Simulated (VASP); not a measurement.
# Sb in VASP: single point with revPBE+D3(BJ)

Aim: the single point of Sb with revPBE+D3(BJ).

Everything below comes from runs of VASP 6.6.1. Logs are shortened: lines on timing, memory, paths and dates and some standing lists are left out, and cuts for length are marked.

**1. The cell of the first run**

The cell holds a sheet with vacuum, 2 atoms: a = 4.059 Å, b = 4.059 Å, c = 27.100 Å, α = 90.00°, β = 90.00°, γ = 120.00°.

**2. Single point, revPBE+D3(BJ)**

Input file INCAR:

```
PREC = Accurate
ENCUT = 400
EDIFF = 1E-6
ISMEAR = 0
SIGMA = 0.03
LREAL = False
LASPH = True
NELM = 120
ALGO = Normal
ISIF = 2
LWAVE = False
LCHARG = False
LDIPOL = True
IDIPOL = 3
DIPOL = 0.5 0.5 0.289
GGA = RE
IVDW = 12
NBANDS = 12
GGA_COMPAT = False
NELMDL = -8
```

Input file KPOINTS:

```
Automatic mesh
0
Gamma
  12 12 1
```

Input file POSCAR:

```
Sb
1.0
    4.0587738983      0.0000000000      0.0000000000
   -2.0293869492      3.5150013042      0.0000000000
    0.0000000000      0.0000000000     27.1000000030
Sb
2
Direct
    0.3333333333      0.6666666667      0.2580857553
    0.6666666667      0.3333333333      0.3194050196
```

Potentials or basis: VASP PAW PBE potentials, release 64 (Sb).

Run with:

```console
cat potpaw_PBE.64/Sb/POTCAR > POTCAR
mpirun -np 1 vasp_std > vasp.out
```

OUTCAR:

```text
PREC = Accurate
   ENCUT = 400
   EDIFF = 1E-6
   ISMEAR = 0
   LREAL = False
   LASPH = True
   NELM = 120
   ISIF = 2
   GGA = RE
   IVDW = 12
   NELMDL = -8
 IVDW          = 12

 ion  position               nearest neighbor table
   1  0.333  0.667  0.258-   2 2.87   2 2.87   2 2.87
   2  0.667  0.333  0.319-   1 2.87   1 2.87   1 2.87

  LATTYP: Found a hexagonal cell.
 ALAT       =     4.0587738983
 C/A-ratio  =     6.6768932397

  Lattice vectors:

 A1 = (   4.0587738983,   0.0000000000,   0.0000000000)
 A2 = (  -2.0293869492,   3.5150013042,   0.0000000000)
 A3 = (   0.0000000000,   0.0000000000,  27.1000000030)

Analysis of symmetry for initial positions (statically):
=====================================================================
 Subroutine PRICEL returns:
 Original cell was already a primitive cell.

 Routine SETGRP: Setting up the symmetry group for a
 hexagonal supercell.

 Subroutine GETGRP returns: Found 12 space group operations
 (whereof  6 operations were pure point group operations)
 out of a pool of 24 trial point group operations.

The static configuration has the point symmetry C_3v.
 The point group associated with its full space group is D_3d.

Analysis of symmetry for dynamics (positions and initial velocities):
=====================================================================
 Subroutine PRICEL returns:
 Original cell was already a primitive cell.

 Routine SETGRP: Setting up the symmetry group for a
 hexagonal supercell.

 Subroutine GETGRP returns: Found 12 space group operations
 (whereof  6 operations were pure point group operations)
 out of a pool of 24 trial point group operations.

The dynamic configuration has the point symmetry C_3v.
 The point group associated with its full space group is D_3d.

 Subroutine INISYM returns: Found 12 space group operations
 (whereof  6 operations are pure point group operations),
 and found     1 'primitive' translations

----------------------------------------------------------------------------------------

                                     Primitive cell

  volume of cell :     386.6247

  direct lattice vectors                    reciprocal lattice vectors
     4.058773898  0.000000000  0.000000000     0.246379824  0.142247458  0.000000000
    -2.029386949  3.515001304  0.000000000     0.000000000  0.284494916  0.000000000
     0.000000000  0.000000000 27.100000003     0.000000000  0.000000000  0.036900369

  length of vectors
     4.058773898  4.058773898 27.100000003     0.284494916  0.284494916  0.036900369

  position of ions in fractional coordinates (direct lattice)
     0.333333333  0.666666667  0.258085755
     0.666666667  0.333333333  0.319405020

  ion indices of the primitive-cell ions
   primitive index   ion index
                 1           1
                 2           2

----------------------------------------------------------------------------------------

 KPOINTS: Automatic mesh

Automatic generation of k-mesh.
 Grid dimensions read from file:
 generate k-points for:   12   12    1

 Generating k-lattice:

  Cartesian coordinates                     Fractional coordinates (reciprocal lattice)
     0.020531652  0.011853955  0.000000000     0.083333333  0.000000000  0.000000000
     0.000000000  0.023707910  0.000000000     0.000000000  0.083333333  0.000000000
     0.000000000  0.000000000  0.036900369     0.000000000  0.000000000  1.000000000

  Length of vectors
     0.023707910  0.023707910  0.036900369

  Shift w.r.t. Gamma in fractional coordinates (k-lattice)
     0.000000000  0.000000000  0.000000000

 Subroutine IBZKPT returns following result:
 ===========================================

 Found     19 irreducible k-points:

 Following reciprocal coordinates:
            Coordinates               Weight
  0.000000  0.000000  0.000000      1.000000
  0.083333 -0.000000  0.000000      6.000000
  0.166667  0.000000  0.000000      6.000000
  0.250000  0.000000  0.000000      6.000000
  0.333333  0.000000  0.000000      6.000000
  0.416667 -0.000000  0.000000      6.000000
[... 11 lines left out ...]
  0.333333  0.250000  0.000000     12.000000
  0.333333  0.333333  0.000000      2.000000
   k-points           NKPTS =     19   k-points in BZ     NKDIM =     19   number of bands    NBANDS=     12
   number of dos      NEDOS =    301   number of ions     NIONS =      2
   total plane-waves  NPLWV = 141120
   dimension x,y,z NGX =    28 NGY =   28 NGZ =  180
   dimension x,y,z NGXF=    56 NGYF=   56 NGZF=  360
   ions per type =               2
   NGX,Y,Z   is equivalent  to a cutoff of  11.47, 11.47, 11.04 a.u.
   NGXF,Y,Z  is equivalent  to a cutoff of  22.94, 22.94, 22.08 a.u.
 SYSTEM =  unknown system
   PREC   = accura    normal or accurate (medium, high low for compatibility)
   ISTART =      0    job   : 0-new  1-cont  2-samecut
   ICHARG =      2    charge: 1-file 2-atom 10-const
   ISPIN  =      1    spin polarized calculation?
   LNONCOLLINEAR =      F non collinear calculations
   LSORBIT =      F    spin-orbit coupling
   LASPH  =      T    aspherical Exc in radial PAW
   ENCUT  =  400.0 eV  29.40 Ry    5.42 a.u.   6.62  6.62 44.19*2*pi/ulx,y,z
   NELM   =    120;   NELMIN=  2; NELMDL= -8     # of ELM steps
   EDIFF  = 0.1E-05   stopping-criterion for ELM
   LREAL  =      F    real-space projection
   EDIFFG = 0.1E-04   stopping-criterion for IOM
   NSW    =      0    number of steps for IOM
   IBRION =     -1    ionic relax: 0-MD 1-quasi-New 2-CG
   NFREE  =      0    steps in history (QN), initial steepest desc. (CG)
   ISIF   =      2    stress and relaxation
   ISYM   =      2    0-nonsym 1-usesym 2-fastsym
   POTIM  = 0.5000    time-step for ionic-motion
   TEBEG  =    0.0;   TEEND  =   0.0 temperature during run
   PSTRESS=    0.0 pullay stress
   NELECT =      10.0000    total number of electrons
   NUPDOWN=      -1.0000    fix difference up-down
   EMIN   =  10.00;   EMAX   =-10.00  energy-range for DOS
   EFERMI =   0.00;   METHOD = LEGACY
   ISMEAR =     0;   SIGMA  =   0.03  broadening in eV -4-tet -1-fermi 0-gaus
   EFERMI_NEDOS =   21; number of points for ismear=-14 and -15
   IALGO  =     38    algorithm
   IMIX   =      4    mixing-type and parameters
     AMIX     =   0.40;   BMIX     =  1.00
     AMIX_MAG =   1.60;   BMIX_MAG =  1.00
  volume/ion in A,a.u.               =     193.31      1304.54
  Fermi-wavevector in a.u.,A,eV,Ry     =   0.484148  0.914907  3.189198  0.234399
  Thomas-Fermi vector in A             =   1.483690
   LORBIT       =      0    0 simple, 1 ext, 2 COOP (PROOUT), +10 PAW based schemes
   GGA     = RE    functional components
   LHFCALC =     F    Hartree Fock is set to
   AEXX    =    0.0000 exact exchange contribution
   IVDW    =    12    specifies the selected vdW correction
   LEPSILON=     F    determine dielectric tensor
   LRPA    =     F    only Hartree local field effects (RPA)
 non-spin polarized calculation
 Gauss-broadening in eV      SIGMA  =   0.03
  energy-cutoff  :      400.00
  volume of cell :      386.62
 maximum number of plane-waves:      7097
 NGX is ok and might be reduce to    28
   NGX = 13   NGY = 13   NGZ = 89

 dipolmoment           0.000000      0.000000      0.000000 electrons x Angstroem

 number of electron      10.0000000 magnetization

 dipolmoment           0.000000      0.000000     -0.000000 electrons x Angstroem

 Free energy of the ion-electron system (eV)
  ---------------------------------------------------
  ext. energy  EPLUGINS =         0.00000000
  ---------------------------------------------------
  free energy    TOTEN  =        -7.61944636 eV

  energy without entropy =       -7.61944636  energy(sigma->0) =       -7.61944636

 E-fermi :  -2.6842     XC(G=0):  -2.0143

 val. band max:       -2.8095328411   @ k =   0.0000   0.0000   0.0000
 cond. band min:      -1.6319471040   @ k =   0.3333   0.0000   0.0000
 fundamental gap:      1.1775857371
 Fermi energy:        -2.6842242592

 k-point     1 :       0.0000    0.0000    0.0000
  band No.  band energies     occupation
      1     -14.3333      2.00000
      2      -9.2939      2.00000
      3      -3.6464      2.00000
      4      -2.8095      2.00000
      5      -2.8095      2.00000
      6      -1.1170      0.00000
      7      -0.0285      0.00000
      8      -0.0285      0.00000
      9       1.2264      0.00000
     10       1.4575      0.00000
     11       1.9313      0.00000
     12       2.2292      0.00000

 k-point     2 :       0.0833   -0.0000    0.0000
  band No.  band energies     occupation
      1     -14.2565      2.00000
      2      -9.2829      2.00000
      3      -3.6103      2.00000
      4      -3.5607      2.00000
      5      -2.9902      2.00000
      6      -0.6609      0.00000
      7      -0.0951      0.00000
      8       0.1401      0.00000
      9       1.3378      0.00000
     10       1.5444      0.00000
     11       2.0153      0.00000
     12       2.3169      0.00000

 k-point     3 :       0.1667    0.0000    0.0000
  band No.  band energies     occupation
      1     -14.0287      2.00000
      2      -9.2838      2.00000
      3      -4.6933      2.00000
      4      -3.5320      2.00000
      5      -3.3884      2.00000
      6      -1.0574      0.00000
      7       0.4574      0.00000
      8       0.5156      0.00000
      9       1.6020      0.00000
     10       1.8106      0.00000
     11       2.2625      0.00000
     12       2.5660      0.00000

 k-point     4 :       0.2500    0.0000    0.0000
  band No.  band energies     occupation
      1     -13.6586      2.00000
      2      -9.4091      2.00000
      3      -5.5917      2.00000
      4      -3.8083      2.00000
      5      -3.5382      2.00000
      6      -1.5285      0.00000
      7       0.6169      0.00000
      8       0.6650      0.00000
      9       1.8563      0.00000
     10       2.2088      0.00000
     11       2.6666      0.00000
     12       2.9422      0.00000

 k-point     5 :       0.3333    0.0000    0.0000
  band No.  band energies     occupation
      1     -13.1691      2.00000
      2      -9.7961      2.00000
      3      -6.0270      2.00000
      4      -4.1493      2.00000
      5      -3.8089      2.00000
      6      -1.6319      0.00000
      7       0.1736      0.00000
      8       0.7131      0.00000
      9       2.3515      0.00000
     10       2.5119      0.00000
     11       3.1137      0.00000
     12       3.4290      0.00000
[... 153 lines left out ...]
      1     -12.0902      2.00000
      2     -10.8309      2.00000
      3      -6.1056      2.00000
      4      -5.0658      2.00000
      5      -4.4617      2.00000
      6      -0.9308      0.00000
      7       0.0991      0.00000
      8       0.3389      0.00000
      9       2.5854      0.00000
     10       4.1763      0.00000
     11       4.3247      0.00000
     12       4.5015      0.00000

 k-point    17 :       0.2500    0.2500    0.0000
  band No.  band energies     occupation
      1     -12.4429      2.00000
      2     -10.4102      2.00000
      3      -6.0010      2.00000
      4      -5.5151      2.00000
      5      -4.0352      2.00000
      6      -0.9608      0.00000
      7      -0.1837      0.00000
      8       1.0485      0.00000
      9       3.2882      0.00000
     10       3.3330      0.00000
     11       3.8268      0.00000
     12       3.9702      0.00000

 k-point    18 :       0.3333    0.2500    0.0000
  band No.  band energies     occupation
      1     -11.9222      2.00000
      2     -10.9227      2.00000
      3      -6.3420      2.00000
      4      -5.1455      2.00000
      5      -4.4342      2.00000
      6      -1.2873      0.00000
      7       0.2845      0.00000
      8       0.8139      0.00000
      9       3.4419      0.00000
     10       3.9572      0.00000
     11       4.1296      0.00000
     12       4.6153      0.00000

 k-point    19 :       0.3333    0.3333    0.0000
  band No.  band energies     occupation
      1     -11.4090      2.00000
      2     -11.4090      2.00000
      3      -6.5200      2.00000
      4      -4.7820      2.00000
      5      -4.7820      2.00000
      6      -1.4957      0.00000
      7       0.6709      0.00000
      8       0.6709      0.00000
      9       3.7394      0.00000
     10       4.5410      0.00000
     11       4.5410      0.00000
     12       4.9812      0.00000

------------------------ aborting loop because EDIFF is reached ----------------------------------------

 vacuum level on the upper side and lower side of the slab       (xc-potential included)        -0.008        -0.008

 Edisp (eV)   -0.92195

 E8    (eV) :    -0.6876

  FORCE on cell =-STRESS in cart. coord.  units (eV):
  Direction    XX          YY          ZZ          XY          YZ          ZX
  --------------------------------------------------------------------------------------
  -------------------------------------------------------------------------------------
  Total       0.00254     0.00254     0.12051    -0.00000     0.00000     0.00000
  in kB       0.01051     0.01051     0.49941    -0.00000     0.00000     0.00000
  external pressure =        0.17 kB  Pullay stress =        0.00 kB

 VOLUME and BASIS-vectors are now :
 -----------------------------------------------------------------------------
  energy-cutoff  :      400.00
  volume of cell :      386.62
      direct lattice vectors                 reciprocal lattice vectors
     4.058773898  0.000000000  0.000000000     0.246379824  0.142247458  0.000000000
    -2.029386949  3.515001304  0.000000000     0.000000000  0.284494916  0.000000000
     0.000000000  0.000000000 27.100000003     0.000000000  0.000000000  0.036900369

 POSITION                                       TOTAL-FORCE (eV/Angst)
 -----------------------------------------------------------------------------------
     -0.00000      2.34333      6.99412        -0.000000      0.000000     -0.076191
      2.02939      1.17167      8.65588         0.000000     -0.000000      0.076191
 -----------------------------------------------------------------------------------
    total drift:                               -0.000000     -0.000000     -0.000001

  FREE ENERGIE OF THE ION-ELECTRON SYSTEM (eV)
  ---------------------------------------------------
  free  energy   TOTEN  =        -8.5414012826 eV

  energy  without entropy=       -8.5414012826  energy(sigma->0) =       -8.54140128

 vacuum level on the upper side and lower side of the slab         1.762         1.762
```

It took 2.5 min on 1 thread of Intel Xeon Platinum 8259CL at 2.50GHz (Skylake/Cascade Lake), shared host; peak memory 0.36 GiB.

Results:

```yaml
Free_energy: -8.5414 eV
Largest_force: 0.076 eV/Å
Band_gap_on_the_k_mesh: 1.18 eV, indirect (least direct gap 1.69 eV)
Dispersion_energy_per_atom: -0.461 eV
```

Forces in eV/Å, atoms in the order of the input:
```
Sb   0.000  0.000 -0.076
Sb   0.000  0.000  0.076
```

Levels at points of the mesh, in eV from the valence-band top:
| k point | band 2 | band 3 | band 4 | band 5 | band 6 | band 7 | band 8 | band 9 |
| --- | --- | --- | --- | --- | --- | --- | --- | --- |
| (0.00, 0.00, 0.00) | -6.48 | -0.84 | 0.00 | 0.00 | 1.69 | 2.78 | 2.78 | 4.04 |
| (0.50, 0.00, 0.00) | -7.90 | -3.15 | -1.66 | -1.63 | 1.58 | 2.27 | 3.48 | 4.93 |

Caveat: the PAW data sets were made with another functional, which shifts forces and pressure a little; spin-orbit coupling is left out, which moves the levels of the heavy elements.
